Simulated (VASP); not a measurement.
Crystal: C.

```
CELL_PARAMETERS angstrom
0.00000 1.81835 1.81835
1.81835 0.00000 1.81835
1.81835 1.81835 0.00000
ATOMIC_POSITIONS crystal
C 0.75000 0.75000 0.75000
C 0.50000 0.50000 0.50000
```

Base run:

* Program: VASP 6.6.1
* Functional: PBE0
* Potentials or basis: VASP PAW PBE potentials, release 64 (C)
* Cutoff: 520 eV
* k mesh: 8 × 8 × 8
* Occupations: fermi-dirac, width 0.05 eV
* Spin: no spin polarisation

Its results: band gap on the k mesh 5.90 eV (least direct gap 7.54 eV); pressure -30.7 GPa.

**Question.** The run is repeated on the same cell with these changes: functional from PBE0 to HSE06; further incar settings from ALGO = Normal; EDIFF = 1e-06; NBANDS = 11 to ALGO = Normal; EDIFF = 1e-07; NBANDS = 11. What comes out?

**Answer.** Band gap on the k mesh 5.14 eV (least direct gap 6.79 eV); pressure -30.6 GPa.

Caveats: the cell stands under tension; the PAW data sets were made with another functional, which shifts forces and pressure a little.

A k mesh can miss the band edges.
